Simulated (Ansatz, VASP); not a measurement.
## Two plane-wave programs on Ca2Sn2N

INCAR

```
PREC = Accurate ; ENCUT = 600
EDIFF = 1E-6 ; ISMEAR = 0
SIGMA = 0.2 ; LREAL = F
LASPH = T ; NELM = 100
ALGO = Normal ; ISIF = 3
LWAVE = F ; LCHARG = F
GGA = PE ; IBRION = 2
NSW = 36 ; EDIFFG = -0.08
```

The input KPOINTS:

```
regular mesh
0
Gamma
  5 5 1
```

File POSCAR:

```
Ca2Sn2N
1.0
    3.6000000000      0.0000000000      0.0000000000
   -1.8000000000      3.1176914500      0.0000000000
    0.0000000000      0.0000000000     19.4000000000
Ca Sn N
4 4 2
Direct
    0.6666666700      0.3333333300      0.9350000000
    0.3333333300      0.6666666700      0.0650000000
    0.6666666700      0.3333333300      0.5650000000
    0.3333333300      0.6666666700      0.4350000000
    0.3333333300      0.6666666700      0.6800000000
    0.3333333300      0.6666666700      0.8200000000
    0.6666666700      0.3333333300      0.1800000000
    0.6666666700      0.3333333300      0.3200000000
    0.0000000000      0.0000000000      0.0000000000
    0.0000000000      0.0000000000      0.5000000000
```

Input for Ansatz:

```yaml
crystal:
  lattice:
    - [3.6, 0.0, 0.0]
    - [-1.8, 3.11769145, 0.0]
    - [0.0, 0.0, 19.4]
  atoms:
    - { symbol: Ca, position: [0.66666667, 0.33333333, 0.935] }
    - { symbol: Ca, position: [0.33333333, 0.66666667, 0.065] }
    - { symbol: Ca, position: [0.66666667, 0.33333333, 0.565] }
    - { symbol: Ca, position: [0.33333333, 0.66666667, 0.435] }
    - { symbol: Sn, position: [0.33333333, 0.66666667, 0.68] }
    - { symbol: Sn, position: [0.33333333, 0.66666667, 0.82] }
    - { symbol: Sn, position: [0.66666667, 0.33333333, 0.18] }
    - { symbol: Sn, position: [0.66666667, 0.33333333, 0.32] }
    - { symbol: "N", position: [0.0, 0.0, 0.0] }
    - { symbol: "N", position: [0.0, 0.0, 0.5] }
basis:
  ecutwfc: 420
kpoints:
  mp_grid: { grid: [5, 5, 1] }
hamiltonian:
  xc: pbe
scf:
  occupations: { method: gaussian, width: 0.2 }
  lower_state_search: "off"
output:
  forces: true
  stress: true
  eigenvalues: true
relax:
  adjacent_minimum: "off"
  f_tol: 0.08
  max_steps: 16
  cell: { stress_tol: 0.8 }
```

Alike in both runs: task relaxation of cell and atoms; functional PBE; k mesh 5 × 5 × 1; occupations gaussian, width 0.2 eV; no spin polarisation.

```csv
,VASP,Ansatz
version,VASP 6.6.1,Ansatz 0.2.0
potentials or method,"VASP PAW PBE potentials, release 64 (Ca_sv, Sn_d, N), cutoff 600 eV","scalar-relativistic, plane waves, PAW"
valence electrons in the cell,106,106
```

```csv
,VASP,Ansatz,Ansatz less VASP
"gap on the k mesh at the Fermi level, each at its own relaxed structure (eV)",none,none,-
relaxed volume (Å³/atom),23.98,23.77,-0.219
relaxed cell length with the largest relative difference (Å),21.968,21.841,-0.1263
```

A gap of «none» marks a metal or a gap that the smearing closes.

The k mesh is coarse, so the values compare programs but aren't converged.
